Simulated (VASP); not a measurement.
Input of a VASP 6.6.1 run:

Contents of INCAR:

```
ALGO     = Normal         # electronic algorithm
EDIFF    = 1E-8           # SCF threshold, eV
ENCUT    = 520            # plane-wave cutoff, eV
GGA      = PS             # functional
ISIF     = 2              # what is computed and relaxed
ISMEAR   = -1             # smearing method
LASPH    = True           # aspherical terms in the spheres
LCHARG   = False          # write CHGCAR
LEFG     = True         
LREAL    = False          # projectors in reciprocal space
LWAVE    = False          # write WAVECAR
NBANDS   = 12             # bands
NELM     = 80             # most SCF steps
PREC     = Accurate       # precision mode
SIGMA    = 0.05           # smearing width, eV
```

File KPOINTS:

```
k-points
0
Gamma
  9 9 14
```

Contents of POSCAR:

```
Be
1.0
    3.7468140000     -0.0562022100     -0.0562022100
   -0.0562022100      3.7468140000     -0.0562022100
   -0.0342192000     -0.0342192000      2.2812800000
Be
4
Direct
    0.2974080000      0.2974080000      0.0000000000
    0.7025920000      0.7025920000      0.0000000000
    0.2025920000      0.7974080000      0.5000000000
    0.7974080000      0.2025920000      0.5000000000
```

Potentials or basis: VASP PAW PBE potentials, release 64 (Be).

Run with:

```sh
$ cat potpaw_PBE.64/Be/POTCAR > POTCAR
$ mpirun -np 1 vasp_std > vasp.out
```

**Question.** What does it give for the band gap on the k mesh?

**Answer.** Zero (bands 4 and 5 overlap by 1.95 eV).

**Question.** Estimate the largest force.

**Answer.** 0.131 eV/Å.

Forces in eV/Å, atoms in the order of the input:
```
Be   0.026  0.026  0.126
Be  -0.026 -0.026 -0.126
Be   0.032 -0.032  0.000
Be  -0.032  0.032  0.000
```

Caveat: the cell differs from its parent crystal (equal xy, yz and zx shear strains of -3 %); without QUAD_EFG the Cq values of the log hold for a quadrupole moment of 1 mb, not for the nuclei; the PAW data sets were made with another functional, which shifts forces and pressure a little.
